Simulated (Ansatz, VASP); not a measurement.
## Re: VASP beside Ansatz

```
Re
1.0
     2.56772    0.00000    0.00000
    -1.28386    2.22371    0.00000
     0.00000    0.00000    4.10575
Re
2
Direct
  0.33333 0.66667 0.25000
  0.66667 0.33333 0.75000
```

Change from the starting cell: volume scaled by 0.96.

Alike in both runs: task single point; functional LDA; k mesh 14 × 14 × 8; occupations fermi-dirac, width 0.05 eV; no spin polarisation.

|  | VASP | Ansatz |
| --- | --- | --- |
| version | VASP 6.6.1 | Ansatz 0.2.0 |
| potentials or method | VASP PAW LDA potentials, release 64 (Re), cutoff 520 eV | all-electron LAPW, scalar-relativistic |

|  | VASP | Ansatz | Ansatz less VASP |
| --- | --- | --- | --- |
| pressure (GPa) | 131.8 | 124.6 | -7.23 |
| traceless stress, the component that is largest in VASP (GPa) | 4.91 | 5.00 | +0.094 |

LDA's correlation is that of Perdew and Zunger in VASP and of Perdew and Wang (1992) in Ansatz. Both programs put the cell under a high pressure, so it lies far from rest at this level. Ansatz ran all-electron here, and VASP with PAW potentials.

Spin-orbit coupling is off throughout. Noted on VASP's run: the cell as given lies far from equilibrium.
